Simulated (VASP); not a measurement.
Runs of VASP 6.6.1 on SiN. The structure is that of space group P-6m2 (No. 187), or close to it. The cells are those of the table. 

```tsv
task	cell	k mesh	cutoff (eV)	gap on the mesh (eV)	pressure (GPa)
single point	a = 2.755, b = 2.755, c = 2.663 Å, angles 90.0, 90.0, 120.0°, 2 atoms	6 × 6 × 6	520	none	0.1
relaxation of cell and atoms	relaxed from a = 2.863, b = 2.863, c = 2.792 Å, angles 90.0, 90.0, 120.0°, 2 atoms	6 × 6 × 6	600	none	0.0
single point	a = 2.746, b = 2.746, c = 2.679 Å, angles 90.0, 90.0, 120.0°, 2 atoms	24 × 24 × 20	520	none	0.0
single point	a = 2.863, b = 2.863, c = 2.792 Å, angles 90.0, 90.0, 120.0°, 2 atoms	6 × 6 × 6	520	none	(a)
```

Alike in all rows: level PBE; potentials or basis VASP PAW PBE potentials, release 64 (Si, N); no spin polarisation; smearing gaussian 0.1 eV.

Task: Estimate the missing entries.

Result: (a) -16.9.

Caveats: some runs use coarse meshes.

A gap of «none» marks levels without a gap at the run's occupations.
